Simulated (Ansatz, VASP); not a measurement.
## ZnO in VASP and in Ansatz

File INCAR:

```
PREC = Accurate
ENCUT = 520
EDIFF = 1E-8
ISMEAR = -1
SIGMA = 0.03
LREAL = F
LASPH = T
NELM = 100
ALGO = Normal
ISIF = 2
LWAVE = F
LCHARG = F
GGA = PE
LEFG = T
NBANDS = 16
```

Contents of KPOINTS:

```
regular mesh
0
Gamma
  10 10 10
```

The input POSCAR:

```
ZnO
1.0
    0.0000000000      2.1750882036      2.1750882036
    2.1750882036      0.0000000000      2.1750882036
    2.1750882036      2.1750882036      0.0000000000
Zn O
1 1
Direct
    0.0000000000      0.0000000000      0.0000000000
    0.5000000000      0.5000000000      0.5000000000
```

Input for Ansatz:

```yaml
crystal:
  lattice:
    - [0.0, 2.1750882036, 2.1750882036]
    - [2.1750882036, 0.0, 2.1750882036]
    - [2.1750882036, 2.1750882036, 0.0]
  atoms:
    - { symbol: Zn, position: [0.0, 0.0, 0.0] }
    - { symbol: O, position: [0.5, 0.5, 0.5] }
kpoints:
  mp_grid: { grid: [10, 10, 10] }
scf:
  occupations: { method: fermi_dirac, width: 0.03 }
hamiltonian:
  xc: pbe
  pseudopotentials: { kind: paw }
output:
  forces: true
  stress: true
  eigenvalues: true
  efg: { contact_densities: true }
```

Change from the starting cell: volume scaled by 1.05, PAW files.

Alike in both runs: task electric field gradients; functional PBE; k mesh 10 × 10 × 10; occupations fermi-dirac, width 0.03 eV; no spin polarisation.

|  | VASP | Ansatz |
| --- | --- | --- |
| version | VASP 6.6.1 | Ansatz 0.2.0 |
| potentials or method | VASP PAW PBE potentials, release 64 (Zn, O) | PAW with Ansatz's default frozen-core files, scalar-relativistic |
| plane-wave cutoff (eV) | 520 | 420 |
| valence electrons in the cell | 18 | 18 |

```csv
,VASP,Ansatz,Ansatz less VASP
pressure (GPa),-1.4,-2.2,-0.88
```

The functional is the same, so the differences come from potentials, cutoffs and numerics.
